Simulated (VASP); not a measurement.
**MgO2: single point with PBEsol**

The system is MgO2.

```
CELL_PARAMETERS angstrom
1.60476 0.92651 3.58133
-1.60476 0.92651 3.58133
0.00000 -1.85302 3.58133
ATOMIC_POSITIONS crystal
Mg 0.00000 0.00000 0.00000
O 0.42879 0.42879 0.42879
O 0.57121 0.57121 0.57121
```

This cell differs from its parent crystal: strain +0.000 along x and y, +0.025 along z.

```yaml
Program: VASP 6.6.1
Task: single point
Functional: PBEsol
Potentials_or_basis: VASP PAW PBE potentials, release 64 (Mg_sv, O)
Cutoff: 840 eV
k_mesh: 12 × 12 × 12
Occupations: gaussian, width 0.05 eV
Spin: no spin polarisation
Dipole_correction: no
Further_INCAR_settings: ALGO = Normal; EDIFF = 1e-06; NBANDS = 18
```

```json
{
  "Pressure": "-8.5 GPa",
  "Largest force": "0.754 eV/Å",
  "Band gap on the k mesh": "1.72 eV"
}
```

Forces on the atoms (eV/Å):
```
Mg   0.000  0.000  0.000
O    0.000  0.000  0.754
O    0.000  0.000 -0.754
```

Stress tensor (GPa, compression positive):
```
 -4.09   0.00   0.00
  0.00  -4.09   0.00
  0.00   0.00 -17.24
```

Levels at points of the mesh, in eV from the valence-band top:
```tsv
k point	band 8	band 9	band 10	band 11	band 12	band 13	band 14	band 15
(0.00, 0.00, 0.00)	-3.00	-3.00	-0.74	-0.74	4.37	4.62	11.65	13.42
(0.50, 0.00, 0.00)	-5.74	-3.35	-1.19	-1.18	3.68	8.63	10.22	12.39
(0.50, 0.50, 0.00)	-5.09	-3.98	-2.16	-0.15	2.99	7.98	11.04	11.99
(0.50, 0.50, 0.50)	-3.49	-3.49	0.00	0.00	1.72	5.17	9.02	14.29
```

Wall time 3.6 min on 1 thread of Intel(R) Xeon(R) Platinum 8375C CPU @ 2.90GHz (Ice Lake) (shared host), peak memory 0.38 GiB.

Caveat: the cell differs from its parent crystal (strain +0.000 along x and y, +0.025 along z); the stress differs along the axes, from -17 to -4 GPa; the PAW data sets were made with another functional, which shifts forces and pressure a little. A k mesh can miss the band edges.
